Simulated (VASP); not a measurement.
# Zn12H (a cell with a defect) in VASP: further runs, part 2 of 2

VASP 6.6.1. The steps go on from the part before.

## (3) Single point, PBE

File INCAR:

```
PREC = Accurate
ENCUT = 520
EDIFF = 1E-6
ISMEAR = -1
SIGMA = 0.15
LREAL = False
LASPH = True
NELM = 80
ALGO = Normal
ISIF = 2
LWAVE = False
LCHARG = False
GGA = PE
NBANDS = 84
```

File KPOINTS:

```
Automatic mesh
0
Gamma
  2 2 2
```

File POSCAR:

```
Zn12H
1.0
    5.3200000000      0.0000000000      0.0000000000
   -3.9900000000      6.9108830000      0.0000000000
    0.0000000000      0.0000000000      4.9369600000
Zn H
12 1
Direct
   -0.0272857061     -0.0007669063      0.0039497991
    0.1752790995      0.2202468194      0.5706750713
    0.0049441784      0.3111035160      0.0868955795
    0.1357010799      0.5442430439      0.5675759982
    0.0170823515      0.6557338621     -0.0114037788
    0.1420643976      0.8618001491      0.5379018667
    0.4653910760     -0.0092028761     -0.0413817410
    0.7112341001      0.2162820583      0.4957099106
    0.5460681158      0.3887925754     -0.1309105198
    0.6261393235      0.5418699752      0.3815708452
    0.5337930192      0.6690172587     -0.0623460591
    0.6365161042      0.8938510462      0.5177680192
    0.5305861714      0.1599795569      0.1761002722
```

Potentials or basis: VASP PAW PBE potentials, release 64 (Zn, H).

Started as:

```console
cat potpaw_PBE.64/Zn/POTCAR potpaw_PBE.64/H/POTCAR > POTCAR
mpirun -np 1 vasp_std > vasp.out
```

OUTCAR:

```text
PREC = Accurate
   ENCUT = 520
   EDIFF = 1E-6
   ISMEAR = -1
   LREAL = False
   LASPH = True
   NELM = 80
   ISIF = 2
   GGA = PE

 ion  position               nearest neighbor table
   1  0.973  0.999  0.004-   3 2.44  11 2.52   2 2.64   7 2.66   7 2.68  12 2.86   5 2.87   6 2.88
                            12 2.97
   2  0.175  0.220  0.571-   9 2.28   8 2.48   1 2.64  10 2.66   4 2.70  12 2.76   3 2.78   6 2.78
                             8 2.89   3 2.92
   3  0.005  0.311  0.087-   8 2.43   1 2.44   5 2.76   2 2.78   7 2.80   9 2.84   4 2.88   2 2.92
                            11 2.93   9 3.00   4 3.04
   4  0.136  0.544  0.568-   5 2.46   8 2.48   6 2.52  11 2.59   2 2.70  12 2.74  10 2.77  10 2.85
                             3 2.88   3 3.04
   5  0.017  0.656  0.989-   9 2.41   4 2.46   7 2.55  11 2.64   6 2.65  10 2.65  11 2.71   3 2.76
                             1 2.87
   6  0.142  0.862  0.538-  12 2.51   4 2.52   7 2.56   5 2.65  10 2.76   2 2.78  12 2.83   1 2.88
                             8 2.94
   7  0.465  0.991  0.959-  13 1.62   5 2.55   6 2.56  12 2.62   1 2.66   1 2.68  11 2.77   8 2.80
                             3 2.80   9 3.02
   8  0.711  0.216  0.496-  13 1.78  12 2.40   3 2.43   2 2.48   4 2.48   9 2.70   7 2.80   2 2.89
                            10 2.91   6 2.94
   9  0.546  0.389  0.869-   2 2.28  11 2.29   5 2.41  10 2.64   8 2.70  10 2.75   3 2.84   3 3.00
                             7 3.02
  10  0.626  0.542  0.382-  11 2.56   9 2.64   5 2.65   2 2.66   9 2.75   6 2.76   4 2.77   4 2.85
                            12 2.86   8 2.91
  11  0.534  0.669  0.938-   9 2.29   1 2.52  10 2.56   4 2.59  12 2.61   5 2.64   5 2.71   7 2.77
                             3 2.93
  12  0.637  0.894  0.518-   8 2.40   6 2.51  11 2.61   7 2.62   4 2.74   2 2.76   6 2.83   1 2.86
                            10 2.86   1 2.97
  13  0.531  0.160  0.176-   7 1.62   8 1.78

  LATTYP: Found a simple monoclinic cell.
 ALAT       =     5.3200000000
 B/A-ratio  =     0.9280000000
 C/A-ratio  =     1.3228757068
 COS(beta)  =    -0.1889822292

  Lattice vectors:

 A1 = (   5.3200000000,   0.0000000000,   0.0000000000)
 A2 = (   0.0000000000,   0.0000000000,   4.9369600000)
 A3 = (  -1.3300000000,  -6.9108830000,   0.0000000000)

[... 168 lines left out ...]

 number of electron     145.0000006 magnetization

 Free energy of the ion-electron system (eV)
  ---------------------------------------------------
  ext. energy  EPLUGINS =         0.00000000
  ---------------------------------------------------
  free energy    TOTEN  =       -14.72624983 eV

  energy without entropy =      -14.45819223  energy(sigma->0) =      -14.59222103

 E-fermi :   3.0438     XC(G=0): -11.6069

 val. band max:        3.0242046169   @ k =   0.5000   0.5000   0.0000
 cond. band min:       3.1104411410   @ k =   0.0000   0.5000   0.0000
 fundamental gap:      0.0862365241
 Fermi energy:         3.0437669389

 k-point     1 :       0.0000    0.0000    0.0000
  band No.  band energies     occupation
      1      -7.6509      2.00000
      2      -5.7414      2.00000
      3      -5.5399      2.00000
      4      -5.4606      2.00000
      5      -5.4134      2.00000
      6      -5.3834      2.00000
[... 685 lines left out ...]
     83       8.6873      0.00000
     84       8.9114      0.00000

------------------------ aborting loop because EDIFF is reached ----------------------------------------

  FORCE on cell =-STRESS in cart. coord.  units (eV):
  Direction    XX          YY          ZZ          XY          YZ          ZX
  --------------------------------------------------------------------------------------
  -------------------------------------------------------------------------------------
  Total        5.0551776      8.9239602     15.2279327      2.8811259      1.9141301      0.4669561
  in kB       44.6212999     78.7704681    134.4146943     25.4312697     16.8957411      4.1217516
  external PRESSURE =      85.9354874 kB  Pullay stress =       0.0000000 kB

 VOLUME and BASIS-vectors are now :
 -----------------------------------------------------------------------------
  energy-cutoff  :      520.00
  volume of cell :      181.51
      direct lattice vectors                 reciprocal lattice vectors
     5.320000000  0.000000000  0.000000000     0.187969925  0.108524482  0.000000000
    -3.990000000  6.910883000  0.000000000     0.000000000  0.144699310  0.000000000
     0.000000000  0.000000000  4.936960000     0.000000000  0.000000000  0.202553798

 POSITION                                       TOTAL-FORCE (eV/Angst)
 -----------------------------------------------------------------------------------
      1.18790      6.90558      0.01950         0.443142     -0.428070      0.209433
      0.05370      1.52210      2.81740        -0.301248     -0.925988     -1.027918
     -1.21500      2.15000      0.42900         0.348187      1.007391     -0.586273
     -1.44960      3.76120      2.80210         0.251370     -0.072387     -0.871950
     -2.52550      4.53170      4.88066         0.145176      0.549166      1.155839
     -2.68280      5.95580      2.65560        -0.910997      0.156948     -0.620200
     -1.47740      6.84728      4.73266         0.331910     -0.282749     -0.062868
      2.92080      1.49470      2.44730        -1.386184     -0.031091      0.635210
      1.35380      2.68690      4.29066         1.104819     -1.069572      0.647657
      1.16900      3.74480      1.88380         0.130992      0.345250      0.218314
      0.17040      4.62350      4.62916        -0.970986      0.983535      0.390054
     -0.18020      6.17730      2.55620         1.035057     -0.880203     -0.469299
      2.18440      1.10560      0.86940        -0.221238      0.647770      0.382001
 -----------------------------------------------------------------------------------
    total drift:                                0.000194      0.000737     -0.000125

  FREE ENERGIE OF THE ION-ELECTRON SYSTEM (eV)
  ---------------------------------------------------
  free  energy   TOTEN  =       -14.7262498260 eV

  energy  without entropy=      -14.4581922265  energy(sigma->0) =      -14.59222103
```

Wall time 1.8 min (1 thread of Intel Xeon Platinum 8488C (Sapphire Rapids), shared host); peak memory 0.33 GiB.

Results:

```yaml
Free_energy: -14.7262 eV
Pressure: 8.6 GPa
Largest_force: 1.669 eV/Å
```

Forces on the atoms (eV/Å):
```
Zn   0.443 -0.428  0.209
Zn  -0.301 -0.926 -1.028
Zn   0.348  1.007 -0.586
Zn   0.251 -0.072 -0.872
Zn   0.145  0.549  1.156
Zn  -0.911  0.157 -0.620
Zn   0.332 -0.283 -0.063
Zn  -1.386 -0.031  0.635
Zn   1.105 -1.070  0.648
Zn   0.131  0.345  0.218
Zn  -0.971  0.984  0.390
Zn   1.035 -0.880 -0.469
H   -0.221  0.648  0.382
```

Levels at points of the mesh, in eV from the Fermi level:
```
           k point  band 70  band 71  band 72  band 73  band 74  band 75
(0.00, 0.00, 0.00)    -1.05    -0.50    -0.22     0.41     0.57     0.82
(0.50, 0.00, 0.00)    -1.18    -0.99    -0.62    -0.58    -0.29     0.15
(0.00, 0.50, 0.00)    -2.22    -2.06    -1.86     0.07     1.10     1.51
(0.50, 0.50, 0.00)    -1.47    -0.02     0.12     0.29     0.95     1.55
(0.00, 0.00, 0.50)    -2.06    -1.69    -1.48    -0.43     0.20     1.89
(0.50, 0.00, 0.50)    -1.02    -0.71    -0.40     1.20     1.80     2.04
(0.00, 0.50, 0.50)    -1.78    -1.58    -1.43    -0.29    -0.04     0.32
(0.50, 0.50, 0.50)    -2.77    -2.53    -2.31     2.74     3.69     3.89
```

Caveat: the k points lie up to 0.68 Å⁻¹ apart.
